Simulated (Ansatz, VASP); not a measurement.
Two plane-wave programs on Cu

File INCAR:

```
ALGO = Normal ; EDIFF = 1E-6
ENCUT = 520 ; ISIF = 2
ISMEAR = -1 ; LASPH = T
LCHARG = F ; LREAL = F
LWAVE = F ; NBANDS = 12
NELM = 80 ; PREC = Accurate
SIGMA = 0.05
```

File KPOINTS:

```
k-points
0
Gamma
  18 18 18
```

File POSCAR:

```
Cu
1.0
    0.0000000000      1.4414539722      1.4414539722
    1.4414539722      0.0000000000      1.4414539722
    1.4414539722      1.4414539722      0.0000000000
Cu
1
Direct
    0.0000000000      0.0000000000      0.0000000000
```

Input for Ansatz:

```yaml
crystal:
  lattice:
    - [0.0, 1.4414539722, 1.4414539722]
    - [1.4414539722, 0.0, 1.4414539722]
    - [1.4414539722, 1.4414539722, 0.0]
  atoms:
    - { symbol: Cu, position: [0.0, 0.0, 0.0] }
kpoints:
  mp_grid: { grid: [18, 18, 18] }
  band_path:
    path:
      - [0.0, 0.0, 0.0]
      - [0.5, 0.0, 0.5]
      - [0.625, 0.25, 0.625]
      - [0.375, 0.375, 0.75]
      - [0.0, 0.0, 0.0]
      - [0.5, 0.5, 0.5]
      - [0.5, 0.25, 0.75]
      - [0.5, 0.0, 0.5]
    npoints: 8
scf:
  occupations: { method: fermi_dirac, width: 0.05 }
hamiltonian:
  xc: lda
  pseudopotentials: { kind: paw }
output:
  forces: true
  stress: true
  eigenvalues: true
  populations: true
  dos: { projected: true, de: 0.2, e_range: [-14, 8] }
```

Change from the starting cell: volume scaled by 0.55, PAW files.

Alike in both runs: task single point; functional LDA; k mesh 18 × 18 × 18; occupations fermi-dirac, width 0.05 eV; no spin polarisation.

|  | VASP | Ansatz |
| --- | --- | --- |
| version | VASP 6.6.1 | Ansatz 0.2.0 |
| potentials or method | VASP PAW LDA potentials, release 64 (Cu) | PAW with Ansatz's default frozen-core files, scalar-relativistic |
| plane-wave cutoff (eV) | 520 | 420 |
| valence electrons in the cell | 11 | 19 |

```csv
,VASP,Ansatz,Ansatz less VASP
pressure (GPa),492.9,484.3,-8.55
```

LDA's correlation is that of Perdew and Zunger in VASP and of Perdew and Wang (1992) in Ansatz. Both programs put the cell under a high pressure, so it lies far from rest at this level. VASP's potentials hold 11 valence electrons a cell and Ansatz's 19, so a difference there can come from the potentials and not from the codes.

Noted on VASP's run: the cell as given lies far from equilibrium.
